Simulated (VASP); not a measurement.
Here is a VASP 6.6.1 calculation.

File INCAR:

```
ALGO = Normal
EDIFF = 1E-6
ENCUT = 500
GGA = PE
GGA_COMPAT = F
ISIF = 2
ISMEAR = 0
LASPH = T
LCHARG = F
LREAL = F
LWAVE = F
NBANDS = 11
NELM = 120
PREC = Accurate
SIGMA = 0.01
```

Contents of KPOINTS:

```
k-points
0
Gamma
  2 2 2
```

The input POSCAR:

```
BAs
1.0
    0.0000000000      2.3885000000      2.3885000000
    2.3885000000      0.0000000000      2.3885000000
    2.3885000000      2.3885000000      0.0000000000
B As
1 1
Direct
    0.0000000000      0.0000000000      0.0000000000
    0.2500000000      0.2500000000      0.2500000000
```

Potentials or basis: VASP PAW PBE potentials, release 64 (B, As).

Run with:

```bash
$ cat potpaw_PBE.64/B/POTCAR potpaw_PBE.64/As/POTCAR > POTCAR
$ mpirun -np 1 vasp_std > vasp.out
```

Question: What does it give for the band gap on the k mesh?

Answer: 1.28 eV, indirect (least direct gap 3.14 eV).

Question: What does it give for the pressure?

Answer: 15.4 GPa.

Caveat: the k points lie up to 1.14 Å⁻¹ apart. A k mesh can miss the band edges.
